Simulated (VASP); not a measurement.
Set up this calculation in VASP 6.6.1, as the native input.

```
Task                   : single point
Functional             : LDA
Potentials or basis    : VASP PAW LDA potentials, release 64 (Si, O)
Cutoff                 : 520 eV
k mesh                 : 6 × 6 × 4
Occupations            : gaussian, width 0.05 eV
Spin                   : no spin polarisation
Dipole correction      : no
Further INCAR settings : ALGO = Normal; EDIFF = 1e-06; NBANDS = 34
```

The structure of SiO2 lies in POSCAR:

```
SiO2
1.0
    5.1142788734      0.0000000000      0.0000000000
   -2.5571394367      4.4290954264      0.0000000000
    0.0000000000      0.0000000000      5.5248549769
Si O
3 6
Direct
    0.0000000000      0.5000000000      0.3333333333
    0.5000000000      0.5000000000      0.6666666667
    0.5000000000      0.0000000000      0.0000000000
    0.5843949018      0.7921974509      0.8333333333
    0.7921974509      0.5843949018      0.5000000000
    0.7921974509      0.2078025491      0.1666666667
    0.4156050982      0.2078025491      0.8333333333
    0.2078025491      0.4156050982      0.5000000000
    0.2078025491      0.7921974509      0.1666666667
```

This cell differs from its parent crystal: strain +0.0150 x Voigt [1, 1, 0, 0, 0, 0].

These files were run (other wordings do the same):

INCAR

```
SYSTEM = SiO2
ALGO = Normal
EDIFF = 1E-6
ENCUT = 520
ISIF = 2
ISMEAR = 0
LASPH = .TRUE.
LCHARG = .TRUE.
LELF = .TRUE.
LREAL = .FALSE.
LVHAR = .TRUE.
LWAVE = .FALSE.
NBANDS = 34
NELM = 100
PREC = Accurate
SIGMA = 0.05
```

KPOINTS

```
k-points
0
G
  6 6 4
  0 0 0
```

Potentials or basis: VASP PAW LDA potentials, release 64 (Si, O).

Launch:

```console
$ cat potpaw_LDA.64/Si/POTCAR potpaw_LDA.64/O/POTCAR > POTCAR
$ mpirun -np 1 vasp_std > vasp.out
```

Results of the run:

```yaml
Pressure: -4.8 GPa
Largest_force: 0.238 eV/Å
Band_gap_on_the_k_mesh: 5.34 eV, indirect (least direct gap 5.56 eV)
```

Caveat: the cell differs from its parent crystal (strain +0.0150 x Voigt [1, 1, 0, 0, 0, 0]).

It took 110 s on 1 thread of Intel(R) Xeon(R) Platinum 8375C CPU @ 2.90GHz (Ice Lake), with other jobs on the host, peak memory 0.22 GiB.
